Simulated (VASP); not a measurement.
A run of VASP 6.6.1 is set up as follows.

Contents of INCAR:

```
  PREC = Accurate
  ENCUT = 600
  EDIFF = 1E-6
  ISMEAR = -1
  SIGMA = 0.15
  LREAL = F
  LASPH = T
  NELM = 60
  ALGO = Fast
  ISIF = 3
  LWAVE = F
  LCHARG = F
  GGA = CA
  IBRION = 2
  NSW = 80
  EDIFFG = -0.001
```

File KPOINTS:

```
Automatic mesh
0
Gamma
  18 18 10
```

POSCAR

```
Ru
1.0
    2.6738880309      0.0000000000      0.0000000000
   -1.3369440154      2.3156549616      0.0000000000
    0.0000000000      0.0000000000      4.2264047801
Ru
2
Direct
    0.3333333333      0.6666666667      0.2500000000
    0.6666666667      0.3333333333      0.7500000000
```

Potentials or basis: VASP PAW LDA potentials, release 64 (Ru_pv).

Launch:

```sh
$ cat potpaw_LDA.64/Ru_pv/POTCAR > POTCAR
$ mpirun -np 1 vasp_std > vasp.out
```

Problem. Estimate the relaxed volume.

Solution. 13.14 Å³/atom.

Problem. What does it give for the band gap on the k mesh?

Solution. Zero (bands 14 and 15 overlap by 3.30 eV).

Problem. Estimate the relaxed cell.

Solution. a = 2.678 Å, b = 2.678 Å, c = 4.230 Å, α = 90.00°, β = 90.00°, γ = 120.00°.

Problem. Estimate the space group after relaxing (to 0.1 Å).

Solution. P6_3/mmc (No. 194).

Final structure:
```
CELL_PARAMETERS angstrom
2.67808 0.00000 0.00000
-1.33904 2.31928 0.00000
0.00000 0.00000 4.23034
ATOMIC_POSITIONS crystal
Ru 0.33333 0.66667 0.25000
Ru 0.66667 0.33333 0.75000
```
